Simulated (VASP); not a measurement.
**MgBe2SO2: single point with PBE**

The system is MgBe2SO2.

```xyz
12
Lattice="4.0755 0.0000 0.0000 1.1764 4.4035 0.0000 0.9393 0.4116 9.3616" Properties=species:S:1:pos:R:3 pbc="T T T"
Mg    3.3080    1.5453    8.8855
Mg    3.2311    3.9805    3.9187
Be    4.0872    2.1512    5.6514
Be    3.9048    1.0706    2.8777
Be    1.9434    4.6229    7.2154
Be    1.6902    2.6498    2.3648
S     2.1619    3.2310    5.8328
S     2.5055    4.5560    9.0946
O     3.9956    1.4374    6.9830
O     1.5021    4.0716    2.8476
O     4.1065    2.0185    4.0100
O     2.2808    2.1649    1.1688
```

```json
{
 "Program": "VASP 6.6.1",
 "Task": "single point",
 "Functional": "PBE",
 "Potentials or basis": "VASP PAW PBE potentials, release 64 (Mg, Be, S, O)",
 "Cutoff": "520 eV",
 "k mesh": "4 × 4 × 2",
 "Occupations": "gaussian, width 0.1 eV",
 "Spin": "no spin polarisation"
}
```

```yaml
Pressure: 2.5 GPa
Largest_force: 2.629 eV/Å
Band_gap_on_the_k_mesh: 0.48 eV (least direct gap 0.83 eV)
```

Forces on the atoms (eV/Å):
```
Mg   0.116  0.254 -0.200
Mg   0.383 -0.214 -0.041
Be  -0.193  0.106  0.434
Be   0.185  0.120 -0.620
Be   0.133  0.249  0.347
Be  -0.518  1.050 -0.684
S   -0.313  0.169 -0.130
S   -0.021 -0.040 -0.127
O    0.042 -0.221 -0.582
O   -0.397  0.103  0.411
O   -0.337  0.125 -0.587
O    0.921 -1.703  1.780
```

Stress tensor (GPa, compression positive):
```
-0.94  1.29  1.82
 1.29  5.36 -0.11
 1.82 -0.11  2.99
```

Levels at points of the mesh, in eV from the valence-band top:
| k point | band 22 | band 23 | band 24 | band 25 | band 26 | band 27 |
| --- | --- | --- | --- | --- | --- | --- |
| (0.00, 0.00, 0.00) | -0.96 | -0.80 | -0.35 | 0.48 | 2.69 | 3.29 |
| (0.50, 0.00, 0.00) | -1.40 | -0.91 | -0.01 | 1.79 | 2.75 | 3.56 |
| (0.00, 0.50, 0.00) | -1.14 | -0.76 | -0.38 | 1.07 | 2.65 | 3.05 |
| (0.50, 0.50, 0.00) | -1.41 | -0.73 | -0.19 | 1.76 | 3.24 | 3.92 |
| (0.00, 0.00, 0.50) | -1.13 | -0.92 | -0.29 | 0.72 | 2.59 | 3.31 |
| (0.50, 0.00, 0.50) | -1.38 | -1.05 | 0.00 | 1.79 | 2.80 | 3.64 |
| (0.00, 0.50, 0.50) | -1.18 | -0.89 | -0.46 | 1.11 | 2.58 | 3.17 |
| (0.50, 0.50, 0.50) | -1.35 | -0.97 | -0.24 | 1.79 | 3.24 | 3.79 |

Wall time 120 s on 1 thread of AMD EPYC 7R13 Processor (Zen 3), with other jobs on the host, peak memory 0.28 GiB.

Caveat: the stress differs along the axes, from -1 to 5 GPa; semilocal functionals underestimate gaps, and a narrow one can read as zero; forces of over 1 eV/Å act on the atoms, so gaps and moduli don't describe the material at rest. A k mesh can miss the band edges.
